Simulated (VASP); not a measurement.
# Co in VASP: a series of runs, part 2 of 2

VASP 6.6.1.

### Step 4. Single point, BLYP+D4, collinear spin, ferromagnetic start

This run uses another cell than the first one, of 10.71 Å³/atom, 1.055 times its volume.

INCAR

```
AGGAC = 1.0
AGGAX = 1.0
ALDAC = 0.0
ALDAX = 1.0
ALGO = Normal
EDIFF = 1E-6
ENCUT = 520
GGA = B5
ISIF = 2
ISMEAR = -1
ISPIN = 2
IVDW = 13
LASPH = T
LCHARG = F
LMAXMIX = 4
LORBIT = 11
LREAL = F
LWAVE = F
MAGMOM = 2 2
NBANDS = 20
NELM = 150
PREC = Accurate
SIGMA = 0.05
VDW_A1 = 0.44488865
VDW_A2 = 4.0933009
VDW_S6 = 1.0
VDW_S8 = 2.34076671
```

KPOINTS

```
k-points
0
Gamma
  12 12 7
```

POSCAR

```
Co
1.0
    2.4858791790      0.0000000000      0.0000000000
   -1.2429395895      2.1528345198      0.0000000000
    0.0000000000      0.0000000000      4.0043024379
Co
2
Direct
    0.3333333333      0.6666666667      0.7499988922
    0.6666666667      0.3333333333      0.2500011078
```

Potentials or basis: VASP PAW PBE potentials, release 64 (Co).

Started as:

```bash
> cat potpaw_PBE.64/Co/POTCAR > POTCAR
> mpirun -np 1 vasp_std > vasp.out
```

OUTCAR:

```text
EDIFF = 1E-6
   ENCUT = 520
   GGA = B5
   ISIF = 2
   ISMEAR = -1
   ISPIN = 2
   IVDW = 13
   LASPH = T
   LORBIT = 11
   LREAL = F
   NELM = 150
   PREC = Accurate

 ion  position               nearest neighbor table
   1  0.333  0.667  0.750-   2 2.46   2 2.46   2 2.46   2 2.46   2 2.46   2 2.46
   2  0.667  0.333  0.250-   1 2.46   1 2.46   1 2.46   1 2.46   1 2.46   1 2.46

  LATTYP: Found a hexagonal cell.
 ALAT       =     2.4858791790
[... 1328 lines left out ...]
  in kB      -4.61148    -4.61148    -4.70958     0.00000    -0.00000    -0.00000
  external pressure =       -4.64 kB  Pullay stress =        0.00 kB

 VOLUME and BASIS-vectors are now :
 -----------------------------------------------------------------------------
  energy-cutoff  :      520.00
  volume of cell :       21.43
      direct lattice vectors                 reciprocal lattice vectors
     2.485879179  0.000000000  0.000000000     0.402272165  0.232251943  0.000000000
    -1.242939589  2.152834520  0.000000000     0.000000000  0.464503886  0.000000000
     0.000000000  0.000000000  4.004302438     0.000000000  0.000000000  0.249731387

 POSITION                                       TOTAL-FORCE (eV/Angst)
 -----------------------------------------------------------------------------------
     -0.00000      1.43522      3.00322         0.000000     -0.000000      0.000000
      1.24294      0.71761      1.00108        -0.000000      0.000000     -0.000000
 -----------------------------------------------------------------------------------
    total drift:                               -0.000043      0.000025     -0.000084

  FREE ENERGIE OF THE ION-ELECTRON SYSTEM (eV)
  ---------------------------------------------------
  free  energy   TOTEN  =       -13.7623949803 eV

  energy  without entropy=      -13.7458654759  energy(sigma->0) =      -13.75413023

 total charge

# of ion       s       p       d       tot
------------------------------------------
    1        0.489   0.512   7.324   8.326
    2        0.489   0.512   7.324   8.326
--------------------------------------------------
tot          0.979   1.024  14.649  16.651

 magnetization (x)

# of ion       s       p       d       tot
------------------------------------------
    1       -0.015  -0.048   1.641   1.578
    2       -0.015  -0.048   1.641   1.578
--------------------------------------------------
tot         -0.029  -0.096   3.281   3.156
```

It took 58 s on 1 thread of Intel Xeon 6975P-C (Granite Rapids), shared host; peak memory 0.16 GiB.

Results:

```yaml
Free_energy: -13.7624 eV
Pressure: -0.5 GPa
Net_moment: 3.13 μB per cell
Site_moments: Co +1.58 μB
Valence_electrons_inside_the_program's_atomic_spheres: Co 8.33
Dispersion_energy_per_atom: -0.839 eV
```

Levels at points of the mesh, in eV from the Fermi level:
Spin up:
```
           k point  band 7  band 8  band 9  band 10  band 11  band 12  band 13  band 14  band 15  band 16
(0.00, 0.00, 0.00)   -2.23   -1.89   -1.89    -0.74    -0.74     0.21     6.61    22.40    24.69    24.69
(0.50, 0.00, 0.00)   -2.12   -0.62   -0.50    -0.46     1.48     3.49     9.97    10.56    13.20    14.24
```
Spin down:
| k point | band 5 | band 6 | band 7 | band 8 | band 9 | band 10 |
| --- | --- | --- | --- | --- | --- | --- |
| (0.00, 0.00, 0.00) | -1.01 | -0.63 | -0.63 | -0.23 | -0.23 | 0.20 |
| (0.50, 0.00, 0.00) | -1.19 | -1.03 | -0.62 | 1.16 | 1.30 | 1.33 |

Caveat: the PAW data sets were made with another functional, which shifts forces and pressure a little; pairwise dispersion overbinds metals, which lowers pressure and volume.

### Step 5. Single point, PBE, collinear spin, ferromagnetic start

This run uses another cell than the first one, of 10.89 Å³/atom, 1.072 times its volume.

INCAR

```
PREC = Accurate
ENCUT = 520
EDIFF = 1E-6
ISMEAR = 0
SIGMA = 0.027000000000000003
LREAL = False
LASPH = True
NELM = 150
ALGO = Fast
ISIF = 2
LWAVE = False
LCHARG = False
ISPIN = 2
MAGMOM = 2 2
LORBIT = 11
LMAXMIX = 4
GGA = PE
NBANDS = 20
```

KPOINTS

```
Automatic mesh
0
Gamma
  12 12 7
```

POSCAR

```
Co
1.0
    2.4873648738      0.0000000000      0.0000000000
   -1.2436824369      2.1541211692      0.0000000000
    0.0000000000      0.0000000000      4.0632895034
Co
2
Direct
    0.3333333333      0.6666666667      0.7401390000
    0.6666666667      0.3333333333      0.2598610000
```

Started as:

```bash
> cat potpaw_PBE.64/Co/POTCAR > POTCAR
> mpirun -np 1 vasp_std > vasp.out
```

Run time: 80 s. Hardware: 1 thread of Intel Xeon 6975P-C (Granite Rapids), shared host; peak memory 0.18 GiB.

The run converged. Its results:

```yaml
Free_energy: -14.0459 eV
Pressure: 0.0 GPa
Largest_force: 0.480 eV/Å
Net_moment: 3.26 μB per cell
Site_moments: Co +1.65 μB
Valence_electrons_inside_the_program's_atomic_spheres: Co 8.27
```

Forces on the atoms (eV/Å):
```
Co   0.000  0.000  0.480
Co   0.000  0.000 -0.480
```

Stress tensor (GPa, compression positive):
```
 1.09  0.00  0.00
 0.00  1.09  0.00
 0.00  0.00 -2.26
```

Levels at points of the mesh, in eV from the Fermi level:
Spin up:
| k point | band 7 | band 8 | band 9 | band 10 | band 11 | band 12 | band 13 | band 14 | band 15 | band 16 |
| --- | --- | --- | --- | --- | --- | --- | --- | --- | --- | --- |
| (0.00, 0.00, 0.00) | -2.34 | -1.93 | -1.93 | -0.87 | -0.87 | -0.18 | 6.11 | 22.05 | 24.68 | 24.68 |
| (0.50, 0.00, 0.00) | -2.23 | -0.72 | -0.70 | -0.54 | 1.28 | 3.31 | 9.43 | 10.39 | 12.52 | 13.90 |
Spin down:
```
           k point  band 4  band 5  band 6  band 7  band 8  band 9  band 10  band 11
(0.00, 0.00, 0.00)   -0.97   -0.97   -0.67   -0.67   -0.21   -0.11    -0.11     1.03
(0.50, 0.00, 0.00)   -1.81   -1.10   -1.06   -0.65    1.18    1.27     1.34     2.51
```

### Step 6. Single point, PBE, collinear spin, ferromagnetic start

This run uses another cell than the first one, of 10.89 Å³/atom, 1.072 times its volume.

INCAR

```
PREC     = Accurate       # precision mode
ENCUT    = 520            # plane-wave cutoff, eV
EDIFF    = 1E-6           # SCF threshold, eV
ISMEAR   = 0              # smearing method
SIGMA    = 0.028000000000000004 # smearing width, eV
LREAL    = False          # projectors in reciprocal space
LASPH    = True           # aspherical terms in the spheres
NELM     = 150            # most SCF steps
ALGO     = Fast           # electronic algorithm
ISIF     = 2              # what is computed and relaxed
LWAVE    = False          # write WAVECAR
LCHARG   = True           # write CHGCAR
ISPIN    = 2              # spin polarisation
MAGMOM   = 2 2            # initial moments
LORBIT   = 11             # projections on sites
LMAXMIX  = 4              # l up to which the mixer works
GGA      = PE             # functional
LELF     = True           # ELF
LVHAR    = True         
NBANDS   = 20             # bands
```

KPOINTS is that of step 5.

POSCAR is that of step 5.

Potentials or basis: VASP PAW PBE potentials, release 64 (Co).

Started as:

```bash
> cat potpaw_PBE.64/Co/POTCAR > POTCAR
> mpirun -np 1 vasp_std > vasp.out
```

OUTCAR:

```text
PREC = Accurate
   ENCUT = 520
   EDIFF = 1E-6
   ISMEAR = 0
   LREAL = False
   LASPH = True
   NELM = 150
   ISIF = 2
   ISPIN = 2
   LORBIT = 11
   GGA = PE

 ion  position               nearest neighbor table
   1  0.333  0.667  0.740-   2 2.42   2 2.42   2 2.42   2 2.55   2 2.55   2 2.55
   2  0.667  0.333  0.260-   1 2.42   1 2.42   1 2.42   1 2.55   1 2.55   1 2.55

  LATTYP: Found a hexagonal cell.
 ALAT       =     2.4873648738
 C/A-ratio  =     1.6335719565

  Lattice vectors:

 A1 = (   2.4873648738,   0.0000000000,   0.0000000000)
 A2 = (  -1.2436824369,   2.1541211692,   0.0000000000)
[... 1319 lines left out ...]

 VOLUME and BASIS-vectors are now :
 -----------------------------------------------------------------------------
  energy-cutoff  :      520.00
  volume of cell :       21.77
      direct lattice vectors                 reciprocal lattice vectors
     2.487364874  0.000000000  0.000000000     0.402031889  0.232113220  0.000000000
    -1.243682437  2.154121169  0.000000000     0.000000000  0.464226439  0.000000000
     0.000000000  0.000000000  4.063289503     0.000000000  0.000000000  0.246106018

 POSITION                                       TOTAL-FORCE (eV/Angst)
 -----------------------------------------------------------------------------------
     -0.00000      1.43608      3.00740        -0.000000     -0.000000      0.479309
      1.24368      0.71804      1.05589         0.000000      0.000000     -0.479309
 -----------------------------------------------------------------------------------
    total drift:                                0.000000     -0.000000     -0.000000

  FREE ENERGIE OF THE ION-ELECTRON SYSTEM (eV)
  ---------------------------------------------------
  free  energy   TOTEN  =       -14.0459310937 eV

  energy  without entropy=      -14.0448905690  energy(sigma->0) =      -14.04541083

 total charge

# of ion       s       p       d       tot
------------------------------------------
    1        0.489   0.521   7.262   8.273
    2        0.489   0.521   7.262   8.273
--------------------------------------------------
tot          0.979   1.043  14.525  16.546

 magnetization (x)

# of ion       s       p       d       tot
------------------------------------------
    1       -0.014  -0.053   1.715   1.647
    2       -0.014  -0.053   1.715   1.647
--------------------------------------------------
tot         -0.028  -0.107   3.429   3.294
```

OSZICAR:

```text
N       E                     dE             d eps       ncg     rms          rms(c)
DAV:   1     0.850698378389E+02    0.85070E+02   -0.82772E+03  9420   0.124E+03
DAV:   2    -0.115634458375E+02   -0.96633E+02   -0.87102E+02  9072   0.216E+02
DAV:   3    -0.160371304849E+02   -0.44737E+01   -0.42735E+01 10236   0.562E+01
DAV:   4    -0.161047463386E+02   -0.67616E-01   -0.67566E-01 10920   0.608E+00
DAV:   5    -0.161066420276E+02   -0.18957E-02   -0.18956E-02 10576   0.972E-01    0.149E+01
RMM:   6    -0.144669688469E+02    0.16397E+01   -0.71180E+00 10684   0.285E+01    0.742E+00
RMM:   7    -0.140944009650E+02    0.37257E+00   -0.79483E-01 10569   0.101E+01    0.429E+00
RMM:   8    -0.140600829413E+02    0.34318E-01   -0.25144E-02 12056   0.105E+00    0.174E+00
RMM:   9    -0.140465825252E+02    0.13500E-01   -0.83710E-03 12869   0.506E-01    0.423E-01
RMM:  10    -0.140458238284E+02    0.75870E-03   -0.16668E-03 11472   0.384E-01    0.127E-01
RMM:  11    -0.140459146350E+02   -0.90807E-04   -0.69870E-04 13922   0.150E-01    0.674E-02
RMM:  12    -0.140459336336E+02   -0.18999E-04   -0.86289E-05 13846   0.583E-02    0.369E-02
RMM:  13    -0.140459305868E+02    0.30468E-05   -0.16412E-05 12553   0.362E-02    0.165E-02
RMM:  14    -0.140459310937E+02   -0.50695E-06   -0.79987E-06 12562   0.188E-02
   1 F= -.14045931E+02 E0= -.14045411E+02  d E =-.104052E-02  mag=     3.2561
```

Wall time 77 s (1 thread of Intel Xeon 6975P-C (Granite Rapids), shared host); peak memory 0.18 GiB.

Results:

```yaml
Free_energy: -14.0459 eV
Pressure: 0.0 GPa
Largest_force: 0.479 eV/Å
Net_moment: 3.26 μB per cell
Site_moments: Co +1.65 μB
Valence_electrons_inside_the_program's_atomic_spheres: Co 8.27
```

Forces on the atoms (eV/Å):
```
Co   0.000  0.000  0.479
Co   0.000  0.000 -0.479
```

Stress tensor (GPa, compression positive):
```
 1.09  0.00  0.00
 0.00  1.09  0.00
 0.00  0.00 -2.25
```

### Step 7. Overview

```tsv
task	level	cell	cutoff (eV)	smearing	gap on the mesh (eV)	pressure (GPa)	moment (μB)	largest force (eV/Å)
single point	PBEsol	a = 2.440, b = 2.440, c = 3.938 Å, angles 90.0, 90.0, 120.0°, 2 atoms	520	fermi-dirac 0.05 eV	none	4.0	3.06	-
relaxation of cell and atoms	PBEsol	relaxed from a = 2.487, b = 2.487, c = 4.063 Å, angles 90.0, 90.0, 120.0°, 2 atoms	600	fermi-dirac 0.05 eV	none	0.0	3.10	0.01
single point	BLYP+D4	a = 2.486, b = 2.486, c = 4.004 Å, angles 90.0, 90.0, 120.0°, 2 atoms	520	fermi-dirac 0.05 eV	none	-0.5	3.13	-
single point	PBE	a = 2.487, b = 2.487, c = 4.063 Å, angles 90.0, 90.0, 120.0°, 2 atoms	520	gaussian 0.027 eV	none	0.0	3.26	0.48
single point	PBE	a = 2.487, b = 2.487, c = 4.063 Å, angles 90.0, 90.0, 120.0°, 2 atoms	520	gaussian 0.028 eV	none	0.0	3.26	0.48
```

Alike in all rows: potentials or basis VASP PAW PBE potentials, release 64 (Co); spin collinear, ferromagnetic start; k mesh 12 × 12 × 7.

Caveats: the PAW data sets were made with another functional, which shifts forces and pressure a little (some runs); pairwise dispersion overbinds metals, which lowers pressure and volume (some runs).

Total energies depend on the potentials used, so only differences within one code and one set of settings carry meaning.
